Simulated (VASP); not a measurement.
## Na: single point with PBEsol

Na:

```
CELL_PARAMETERS angstrom
3.72489 0.00000 0.00000
-1.86244 3.22585 0.00000
0.00000 0.00000 12.62035
ATOMIC_POSITIONS crystal
Na 0.66667 0.33333 0.75000
Na 0.00000 0.00000 0.50000
Na 0.33333 0.66667 0.25000
Na 0.00000 0.00000 0.00000
```

This isn't the form of Na at room conditions, which is bcc.

* Program: VASP 6.6.1
* Task: single point
* Functional: PBEsol
* Potentials or basis: VASP PAW PBE potentials, release 64 (Na_pv)
* Cutoff: 520 eV
* k mesh: 8 × 8 × 3
* Occupations: fermi-dirac, width 0.05 eV
* Spin: no spin polarisation

* Pressure: -0.3 GPa
* Band gap on the k mesh: zero (bands 14 and 15 overlap by 3.39 eV)

Stress tensor (GPa, compression positive):
```
 0.02  0.00  0.00
 0.00  0.02  0.00
 0.00  0.00 -0.90
```

Levels at points of the mesh, in eV from the Fermi level:
| k point | band 11 | band 12 | band 13 | band 14 | band 15 | band 16 | band 17 | band 18 |
| --- | --- | --- | --- | --- | --- | --- | --- | --- |
| (0.00, 0.00, 0.00) | -24.79 | -24.79 | -3.22 | -2.25 | -2.25 | 0.40 | 0.74 | 5.07 |
| (0.50, 0.00, 0.00) | -24.79 | -24.79 | 0.35 | 0.41 | 1.09 | 1.17 | 1.49 | 1.57 |

It took 33 s on 1 thread of Intel(R) Xeon(R) Platinum 8488C (Sapphire Rapids), with other jobs on the host, peak memory 0.27 GiB.

Caveat: the PAW data sets were made with another functional, which shifts forces and pressure a little.
